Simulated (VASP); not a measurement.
# Ti (P6_3/mmc) in VASP: further runs, part 3 of 3

VASP 6.6.1. Earlier steps stand in the parts before.

### 5 Electric field gradients, LDA (volume scaled by 1.025)

Input file INCAR:

```
PREC = Accurate
ENCUT = 520
EDIFF = 1E-8
ISMEAR = -1
SIGMA = 0.05
LREAL = False
LASPH = True
NELM = 80
ALGO = Normal
ISIF = 2
LWAVE = False
LCHARG = False
LEFG = True
NBANDS = 19
```

Input file KPOINTS:

```
regular mesh
0
Gamma
  13 13 7
```

Input file POSCAR:

```
Ti
1.0
    2.9599952707      0.0000000000      0.0000000000
   -1.4799976353      2.5634310995      0.0000000000
    0.0000000000      0.0000000000      4.6792120724
Ti
2
Direct
    0.3333333333      0.6666666667      0.2500000000
    0.6666666667      0.3333333333      0.7500000000
```

Potentials or basis: VASP PAW LDA potentials, release 64 (Ti_sv).

Command:

```bash
cat potpaw_LDA.64/Ti_sv/POTCAR > POTCAR
mpirun -np 1 vasp_std > vasp.out
```

OUTCAR:

```text
PREC = Accurate
   ENCUT = 520
   EDIFF = 1E-8
   ISMEAR = -1
   LREAL = False
   LASPH = True
   NELM = 80
   ISIF = 2

 ion  position               nearest neighbor table
   1  0.333  0.667  0.250-   2 2.90   2 2.90   2 2.90   2 2.90   2 2.90   2 2.90
   2  0.667  0.333  0.750-   1 2.90   1 2.90   1 2.90   1 2.90   1 2.90   1 2.90

  LATTYP: Found a hexagonal cell.
 ALAT       =     2.9599952707
 C/A-ratio  =     1.5808174151

  Lattice vectors:

 A1 = (   2.9599952707,   0.0000000000,   0.0000000000)
 A2 = (  -1.4799976353,   2.5634310995,   0.0000000000)
 A3 = (   0.0000000000,   0.0000000000,   4.6792120724)

Analysis of symmetry for initial positions (statically):
=====================================================================
 Subroutine PRICEL returns:
 Original cell was already a primitive cell.

 Routine SETGRP: Setting up the symmetry group for a
 hexagonal supercell.

 Subroutine GETGRP returns: Found 24 space group operations
 (whereof 12 operations were pure point group operations)
 out of a pool of 24 trial point group operations.

The static configuration has the point symmetry D_3d.
 The point group associated with its full space group is D_6h.

Analysis of symmetry for dynamics (positions and initial velocities):
=====================================================================
 Subroutine PRICEL returns:
 Original cell was already a primitive cell.

 Routine SETGRP: Setting up the symmetry group for a
 hexagonal supercell.

 Subroutine GETGRP returns: Found 24 space group operations
 (whereof 12 operations were pure point group operations)
 out of a pool of 24 trial point group operations.

[... 159 lines left out ...]
      2     -48.2037      2.00000
      3     -25.2966      2.00000
      4     -24.6756      2.00000
      5     -24.6756      2.00000
      6     -24.6115      2.00000
[... 505 lines left out ...]
      6     -24.7014      2.00000
[... 11 lines left out ...]
     18       9.5771      0.00000
     19      11.0287      0.00000

 [... further k-points ...]

------------------------ aborting loop because EDIFF is reached ----------------------------------------

  FORCE on cell =-STRESS in cart. coord.  units (eV):
  Direction    XX          YY          ZZ          XY          YZ          ZX
  --------------------------------------------------------------------------------------
  -------------------------------------------------------------------------------------
  Total       -2.3080606     -2.3080606     -2.3195655     -0.0000000      0.0000000     -0.0000000
  in kB     -104.1531446   -104.1531446   -104.6723134     -0.0000000      0.0000000     -0.0000000
  external PRESSURE =    -104.3262009 kB  Pullay stress =       0.0000000 kB

 VOLUME and BASIS-vectors are now :
 -----------------------------------------------------------------------------
  energy-cutoff  :      520.00
  volume of cell :       35.50
      direct lattice vectors                 reciprocal lattice vectors
     2.959995271  0.000000000  0.000000000     0.337838378  0.195051078  0.000000000
    -1.479997635  2.563431099  0.000000000     0.000000000  0.390102157  0.000000000
     0.000000000  0.000000000  4.679212072     0.000000000  0.000000000  0.213711194

 POSITION                                       TOTAL-FORCE (eV/Angst)
 -----------------------------------------------------------------------------------
     -0.00000      1.70895      1.16980        -0.000000      0.000000      0.000000
      1.48000      0.85448      3.50941         0.000000      0.000000      0.000000
 -----------------------------------------------------------------------------------
    total drift:                               -0.000000      0.000000     -0.000000

  FREE ENERGIE OF THE ION-ELECTRON SYSTEM (eV)
  ---------------------------------------------------
  free  energy   TOTEN  =       -16.9914935483 eV

  energy  without entropy=      -16.9719591158  energy(sigma->0) =      -16.98172633

 Electric field gradients (V/A^2)
---------------------------------------------------------------------
 ion       V_xx      V_yy      V_zz      V_xy      V_xz      V_yz
---------------------------------------------------------------------
   1      -8.836    -8.836    17.672    -0.000     0.000    -0.000
   2      -8.836    -8.836    17.672    -0.000    -0.000     0.000
---------------------------------------------------------------------

 Electric field gradients after diagonalization (V/A^2)
 (convention: |V_zz| > |V_xx| > |V_yy|)
----------------------------------------------------------------------
 ion       V_xx      V_yy      V_zz     asymmetry (V_yy - V_xx)/ V_zz
----------------------------------------------------------------------
   1      -8.836    -8.836    17.672       0.000
   2      -8.836    -8.836    17.672       0.000
----------------------------------------------------------------------

           NMR quadrupolar parameters

 Cq : quadrupolar parameter    Cq=e*Q*V_zz/h
 eta: asymmetry parameters     (V_yy - V_xx)/ V_zz
 Q  : nuclear electric quadrupole moment in mb (millibarn)
----------------------------------------------------------------------
 ion       Cq(MHz)       eta       Q (mb)
----------------------------------------------------------------------
   1       0.043       0.000       1.000
   2       0.043       0.000       1.000
----------------------------------------------------------------------
```

stdout:

```text
POSCAR found type information on POSCAR Ti
 POSCAR found :  1 types and       2 ions
 scaLAPACK will be used
 LDA part: xc-table for (Slater(with rela. corr.)+CA(PZ))
 , standard interpolation
 POSCAR, INCAR and KPOINTS ok, starting setup
 FFT: planning ... GRIDC
 FFT: planning ... GRID_SOFT
 FFT: planning ... GRID
 WAVECAR not read
 entering main loop
ion   1

ion   2
```

Run time: 23 s. Hardware: 1 thread of Intel Xeon Platinum 8559C (Emerald Rapids), shared host; peak memory 0.16 GiB.

Results:

| Quantity | Value |
| --- | --- |
| Free energy | -16.9915 eV |
| Pressure | -10.4 GPa |
| Band gap on the k mesh | zero (band 12 reaches 8.59 eV, above the bottom of band 13 at 7.54 eV) |

Levels at points of the mesh, in eV from the Fermi level:
| k point | band 9 | band 10 | band 11 | band 12 | band 13 | band 14 | band 15 | band 16 |
| --- | --- | --- | --- | --- | --- | --- | --- | --- |
| (0.00, 0.00, 0.00) | -6.08 | -2.62 | 0.73 | 0.73 | 0.84 | 0.86 | 1.21 | 1.21 |

Electric field gradients, principal values (V/Å²):
```csv
atom,least,middle,greatest (by size)
1 Ti,-8.836,-8.836,17.672
2 Ti,-8.836,-8.836,17.672
```

Caveat: without QUAD_EFG the Cq values of the log hold for a quadrupole moment of 1 mb, not for the nuclei.

### 6 Overview

| cell | gap on the mesh (eV) | pressure (GPa) |
| --- | --- | --- |
| a = 2.911, b = 2.911, c = 4.602 Å, angles 90.0, 90.0, 120.0°, 2 atoms | none | -5.6 |
| a = 2.936, b = 2.936, c = 4.641 Å, angles 90.0, 90.0, 120.0°, 2 atoms | none | -8.2 |
| a = 2.960, b = 2.960, c = 4.679 Å, angles 90.0, 90.0, 120.0°, 2 atoms | none | -10.4 |

Alike in all rows: task electric field gradients; level LDA; potentials or basis VASP PAW LDA potentials, release 64 (Ti_sv); no spin polarisation; k mesh 13 × 13 × 7; cutoff (eV) 520; smearing fermi-dirac 0.05 eV.

Total energies depend on the potentials used, so only differences within one code and one set of settings carry meaning.
